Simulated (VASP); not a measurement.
Here is a VASP 6.6.1 calculation.

Contents of POSCAR:

```
ZrO2
1.0
    3.6010285391      0.0000000000      0.0000000000
    0.0000000000      3.6010285391      0.0000000000
    0.0000000000      0.0000000000      5.2794314126
Zr O
2 4
Direct
    0.0000000000      0.0000000000      0.0000000000
    0.5000000000      0.5000000000      0.5000000000
    0.0000000000      0.5000000000      0.3063311132
    0.0000000000      0.5000000000      0.8063311132
    0.5000000000      0.0000000000      0.6936688868
    0.5000000000      0.0000000000      0.1936688868
```

File INCAR.step1:

```
PREC = Accurate
ENCUT = 520
EDIFF = 1E-5
ISMEAR = 0
SIGMA = 0.01
LREAL = F
LASPH = T
NELM = 120
ALGO = Normal
ISIF = 2
LWAVE = T
NBANDS = 33
GGA = PE
GGA_COMPAT = F
KPAR = 4
```

INCAR.step2

```
PREC = Accurate
ENCUT = 520
EDIFF = 1E-6
ISMEAR = 0
SIGMA = 0.01
LREAL = F
LASPH = T
NELM = 120
ALGO = Normal
ISIF = 2
LWAVE = F
LCHARG = T
GGA = PE
LHFCALC = T
HFSCREEN = 0.2079
PRECFOCK = Normal
LVHAR = T
NBANDS = 33
ISTART = 1
GGA_COMPAT = F
KPAR = 4
```

KPOINTS

```
regular mesh
0
Gamma
  4 4 4
```

Potentials or basis: VASP PAW PBE potentials, release 64 (Zr_sv, O).

Command:

```bash
$ cat potpaw_PBE.64/Zr_sv/POTCAR potpaw_PBE.64/O/POTCAR > POTCAR
$ cp INCAR.step1 INCAR
$ mpirun -np 4 vasp_std > vasp.out
$ cp INCAR.step2 INCAR
$ mpirun -np 4 vasp_std > vasp.out
```

Q: What does it give for the band gap on the k mesh?

A: 5.72 eV (least direct gap 5.80 eV).

Q: Predict the largest force.

A: 0.017 eV/Å.

Forces in eV/Å, atoms in the order of the input:
```
Zr   0.000  0.000  0.000
Zr   0.000  0.000  0.000
O    0.000  0.000  0.017
O    0.000  0.000  0.017
O    0.000  0.000 -0.017
O    0.000  0.000 -0.017
```

Caveat: the k points lie up to 0.44 Å⁻¹ apart; the cell differs from its parent crystal (uniaxial z strain +1.0%); the PAW data sets were made with another functional, which shifts forces and pressure a little. A k mesh can miss the band edges.
